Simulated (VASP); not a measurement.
# ZrSi11O24 (a cell with a defect) in VASP: a series of runs, part 2 of 3

VASP 6.6.1.

## 3. Single point, r2SCAN

POSCAR reads:

```
ZrSi11O24
1.0
    8.3886930000      0.0000000000      0.0000000000
    0.0000000000      8.3886930000      0.0000000000
    0.0000000000      0.0000000000      8.0356430000
Si Zr O
22 2 48
Direct
    0.0004820000      0.0026540000      0.9967210000
    0.9995000000      0.0055290000      0.3355500000
    0.9972170000      0.9994770000      0.6677960000
    0.9924680000      0.5040110000      0.9976250000
    0.9926330000      0.5025730000      0.3352960000
    0.9983140000      0.4982680000      0.6680860000
    0.5052150000      0.9923100000      0.9977950000
    0.5090620000      0.9936010000      0.3355470000
    0.4989570000      0.9987460000      0.6671620000
    0.5061520000      0.5012270000      0.9863910000
    0.5012090000      0.4956640000      0.6713600000
    0.2422990000      0.2424590000      0.5084300000
    0.2476890000      0.2452440000      0.8260250000
    0.2402400000      0.7531900000      0.1603400000
    0.2418750000      0.7533270000      0.5068430000
    0.2477380000      0.7508040000      0.8323720000
    0.7477910000      0.2492660000      0.1641910000
    0.7474650000      0.2514450000      0.5025730000
    0.7512050000      0.2471750000      0.8321360000
    0.7619290000      0.7588870000      0.1651490000
    0.7604320000      0.7567500000      0.5040400000
    0.7489640000      0.7482460000      0.8326010000
    0.4869600000      0.5371540000      0.3339630000
    0.2695710000      0.2664030000      0.1647190000
    0.1471940000      0.1486200000      0.9832110000
    0.1447770000      0.1472010000      0.3496150000
    0.1482150000      0.1488710000      0.6679720000
    0.1407200000      0.6601320000      0.9948720000
    0.1548580000      0.6507860000      0.3339460000
    0.1440730000      0.6564820000      0.6709620000
    0.6545250000      0.1475590000      0.9974390000
    0.6524350000      0.1531170000      0.3336070000
    0.6514240000      0.1506540000      0.6678770000
    0.6542680000      0.6540970000      0.0021110000
    0.6765040000      0.6680080000      0.3349310000
    0.6561520000      0.6557040000      0.6646810000
    0.3587680000      0.3501950000      0.9613020000
    0.3464340000      0.3462960000      0.3724530000
    0.3448340000      0.3392490000      0.6670990000
    0.3460630000      0.8458080000      0.9984760000
    0.3587080000      0.8258100000      0.3321250000
    0.3422650000      0.8517210000      0.6689010000
    0.8452560000      0.3469790000      0.9992590000
    0.8405730000      0.3506720000      0.3324470000
    0.8500000000      0.3438960000      0.6678230000
    0.8504810000      0.8491600000      0.9966520000
    0.8570660000      0.8560860000      0.3345460000
    0.8499970000      0.8484750000      0.6696180000
    0.0822170000      0.4154230000      0.1662960000
    0.0914650000      0.4030400000      0.5015290000
    0.0942930000      0.4046950000      0.8338360000
    0.1002960000      0.9081160000      0.1671970000
    0.0963540000      0.9020070000      0.5011760000
    0.0952550000      0.9031230000      0.8318190000
    0.5885760000      0.3921830000      0.1500840000
    0.6035440000      0.4026260000      0.5143250000
    0.6061470000      0.4054460000      0.8289660000
    0.6069510000      0.8974910000      0.1662970000
    0.6019620000      0.9015880000      0.5022200000
    0.5981570000      0.8986020000      0.8319230000
    0.4140750000      0.0761420000      0.1686050000
    0.4017040000      0.0870350000      0.4985210000
    0.4038290000      0.0912060000      0.8336150000
    0.3774490000      0.5878920000      0.1284010000
    0.3883940000      0.6048100000      0.5374570000
    0.4076080000      0.6011740000      0.8297310000
    0.9046460000      0.1003760000      0.1651750000
    0.8986050000      0.0969370000      0.5031190000
    0.8992200000      0.0957350000      0.8318290000
    0.8999500000      0.6048270000      0.1662870000
    0.9042690000      0.6003020000      0.5021150000
    0.8967000000      0.5958060000      0.8322410000
```

INCAR.step1 reads:

```
SYSTEM = ZrSi11O24
  PREC = Accurate
  ENCUT = 580
  ISMEAR = -1
  SIGMA = 0.05
  LREAL = Auto
  LASPH = .TRUE.
  NELM = 120
  NBANDS = 242
  ISYM = -1
  GGA = PE
  ALGO = Normal
  EDIFF = 1E-5
  LWAVE = .TRUE.
  LCHARG = .FALSE.
  GGA_COMPAT = .FALSE.
```

INCAR.step2 reads:

```
SYSTEM = ZrSi11O24
  PREC = Accurate
  ENCUT = 580
  EDIFF = 1E-6
  ISMEAR = -1
  SIGMA = 0.05
  LREAL = Auto
  LASPH = .TRUE.
  NELM = 120
  ALGO = Normal
  ISIF = 2
  LWAVE = .FALSE.
  LCHARG = .FALSE.
  METAGGA = R2SCAN
  LMIXTAU = .TRUE.
  NBANDS = 242
  ISYM = -1
  ISTART = 1
  GGA_COMPAT = .FALSE.
```

KPOINTS reads:

```
explicit points
1
Reciprocal
  0.25000000   0.25000000   0.25000000 1
```

Potentials or basis: VASP PAW PBE potentials, release 64 (Si, Zr_sv, O).

Command:

```console
cat potpaw_PBE.64/Si/POTCAR potpaw_PBE.64/Zr_sv/POTCAR potpaw_PBE.64/O/POTCAR > POTCAR
cp INCAR.step1 INCAR
mpirun -np 1 vasp_std > vasp.out
cp INCAR.step2 INCAR
mpirun -np 1 vasp_std > vasp.out
```

OUTCAR:

```text
SYSTEM = ZrSi11O24
   PREC = Accurate
   ENCUT = 580
   EDIFF = 1E-6
   ISMEAR = -1
   LREAL = Auto
   LASPH = .TRUE.
   NELM = 120
   ISIF = 2
   METAGGA = R2SCAN
   ISYM = -1
   ISTART = 1

 ion  position               nearest neighbor table
   1  0.000  0.003  0.997-  25 1.74  54 1.76  69 1.76  67 1.78  52 1.79  46 1.80   3 2.64   2 2.72
                            24 3.44
   2  0.999  0.006  0.336-  26 1.71  47 1.73  68 1.77  67 1.77  53 1.78  52 1.79   3 2.67   1 2.72
                            24 3.44
   3  0.997  0.999  0.668-  69 1.75  54 1.75  68 1.76  48 1.77  53 1.78  27 1.78   1 2.64   2 2.67
                            21 3.13
   4  0.992  0.504  0.998-  49 1.72  72 1.73  70 1.78  51 1.78  43 1.81  28 1.81   6 2.65   5 2.71
[... 563 lines left out ...]
  in kB      108.1924844    106.3086608    200.7042639      2.7746070      1.5800587     -0.5439008
  external PRESSURE =     138.4018030 kB  Pullay stress =       0.0000000 kB

 VOLUME and BASIS-vectors are now :
 -----------------------------------------------------------------------------
  energy-cutoff  :      580.00
  volume of cell :      565.47
      direct lattice vectors                 reciprocal lattice vectors
     8.388693000  0.000000000  0.000000000     0.119208082  0.000000000  0.000000000
     0.000000000  8.388693000  0.000000000     0.000000000  0.119208082  0.000000000
     0.000000000  0.000000000  8.035643000     0.000000000  0.000000000  0.124445548

 POSITION                                       TOTAL-FORCE (eV/Angst)
 -----------------------------------------------------------------------------------
      0.00404      0.02226      8.00929         0.022269      0.025625     -0.040848
      8.38450      0.04638      2.69636         0.017457      0.006372      0.009325
      8.36535      8.38431      5.36617        -0.004426     -0.004010      0.031533
      8.32551      4.22799      8.01656         0.010116      0.001216      0.018973
      8.32689      4.21593      2.69432        -0.004570     -0.020570     -0.016849
      8.37455      4.17982      5.36850         0.002513      0.016285     -0.000982
[... 64 lines left out ...]
      7.58564      5.03575      4.03482         0.027743     -0.029500     -0.022296
      7.52214      4.99803      6.68759         0.026072     -0.012121      0.029689
 -----------------------------------------------------------------------------------
    total drift:                               -0.005896      0.031368      0.001079

  FREE ENERGIE OF THE ION-ELECTRON SYSTEM (eV)
  ---------------------------------------------------
  free  energy   TOTEN  =      -731.6367249573 eV

  energy  without entropy=     -731.6367249573  energy(sigma->0) =     -731.63672496
```

OSZICAR.step1:

```text
N       E                     dE             d eps       ncg     rms          rms(c)
DAV:   1     0.276470587018E+04    0.27647E+04   -0.24206E+05   484   0.179E+03
DAV:   2    -0.435388747604E+03   -0.32001E+04   -0.31147E+04   574   0.398E+02
DAV:   3    -0.616448077037E+03   -0.18106E+03   -0.18000E+03   576   0.977E+01
DAV:   4    -0.622276203379E+03   -0.58281E+01   -0.58174E+01   760   0.147E+01
DAV:   5    -0.622389443697E+03   -0.11324E+00   -0.11320E+00   616   0.189E+00    0.813E+01
DAV:   6    -0.557953981726E+03    0.64435E+02   -0.25604E+02   544   0.366E+01    0.351E+01
DAV:   7    -0.558771222692E+03   -0.81724E+00   -0.14084E+01   640   0.750E+00    0.168E+01
DAV:   8    -0.558904918902E+03   -0.13370E+00   -0.13283E+00   584   0.305E+00    0.572E+00
DAV:   9    -0.558950505554E+03   -0.45587E-01   -0.24374E-01   600   0.148E+00    0.128E+00
DAV:  10    -0.558953207412E+03   -0.27019E-02   -0.44970E-02   536   0.599E-01    0.761E-01
DAV:  11    -0.558955067971E+03   -0.18606E-02   -0.62995E-03   584   0.237E-01    0.219E-01
DAV:  12    -0.558955123762E+03   -0.55791E-04   -0.10453E-03   552   0.846E-02    0.735E-02
DAV:  13    -0.558955185627E+03   -0.61864E-04   -0.12258E-04   584   0.348E-02    0.236E-02
DAV:  14    -0.558955196576E+03   -0.10949E-04   -0.25203E-05   344   0.145E-02    0.119E-02
DAV:  15    -0.558955197663E+03   -0.10869E-05   -0.52863E-06   296   0.691E-03
   1 F= -.55895520E+03 E0= -.55895520E+03  d E =-.632340E-11
```

Wall time 18 min (1 thread of Intel Xeon Platinum 8259CL at 2.50GHz (Skylake/Cascade Lake), shared host); peak memory 0.8 GiB.

What came out:

```
Free energy            : -731.6367 eV
Pressure               : 13.8 GPa
Largest force          : 0.266 eV/Å
Band gap on the k mesh : 4.93 eV
```

Forces in eV/Å, atoms in the order of the input:
```
Si   0.022  0.026 -0.041
Si   0.017  0.006  0.009
Si  -0.004 -0.004  0.032
Si   0.010  0.001  0.019
Si  -0.005 -0.021 -0.017
Si   0.003  0.016 -0.001
Si  -0.032  0.003  0.005
Si  -0.006  0.042 -0.020
Si  -0.014 -0.006  0.010
Si  -0.056 -0.012 -0.069
Si  -0.029  0.014  0.012
Si   0.042  0.048 -0.018
Si   0.039  0.025 -0.013
Si  -0.021  0.016 -0.066
Si  -0.005 -0.015  0.075
Si  -0.014  0.012 -0.008
Si   0.002  0.015 -0.011
Si  -0.020  0.030  0.013
Si   0.017  0.004 -0.009
Si   0.000 -0.029  0.044
Si  -0.011 -0.040 -0.014
Si   0.021  0.014 -0.030
Zr   0.124 -0.038  0.022
Zr  -0.083 -0.096 -0.014
O   -0.081 -0.086 -0.175
O   -0.103 -0.099  0.167
O    0.061  0.060 -0.027
O    0.049  0.009  0.007
O    0.012  0.066  0.003
O    0.037  0.010 -0.002
O    0.015  0.027  0.004
O    0.026  0.004  0.003
O    0.013  0.019 -0.002
O   -0.003 -0.008 -0.031
O    0.163  0.207  0.006
O    0.055  0.050  0.028
O    0.039  0.041 -0.125
O   -0.101 -0.086  0.159
O   -0.068 -0.060  0.031
O   -0.031 -0.032 -0.005
O   -0.093  0.023 -0.001
O   -0.014 -0.034  0.000
O   -0.031 -0.024  0.003
O   -0.014 -0.025  0.004
O   -0.030 -0.011 -0.006
O   -0.030 -0.028  0.056
O    0.004  0.010 -0.013
O   -0.027 -0.026 -0.057
O   -0.183  0.186  0.005
O   -0.054  0.043  0.033
O   -0.048  0.037 -0.027
O    0.001 -0.028 -0.005
O    0.021 -0.010  0.001
O   -0.029  0.038  0.004
O    0.085 -0.045 -0.158
O    0.069 -0.087  0.180
O   -0.072  0.030  0.006
O    0.006  0.007  0.000
O   -0.033  0.036 -0.035
O   -0.016  0.026  0.035
O    0.205 -0.170  0.007
O    0.065 -0.049  0.027
O    0.044 -0.041 -0.029
O   -0.007  0.080 -0.078
O   -0.051  0.061  0.086
O    0.029 -0.059  0.014
O    0.011 -0.026  0.012
O    0.036 -0.009 -0.012
O    0.023 -0.002  0.002
O    0.003 -0.001 -0.013
O    0.028 -0.029 -0.022
O    0.026 -0.012  0.030
```

Caveat: the PAW data sets were made with another functional, which shifts forces and pressure a little.

(Part 2 of 3 ends here.)
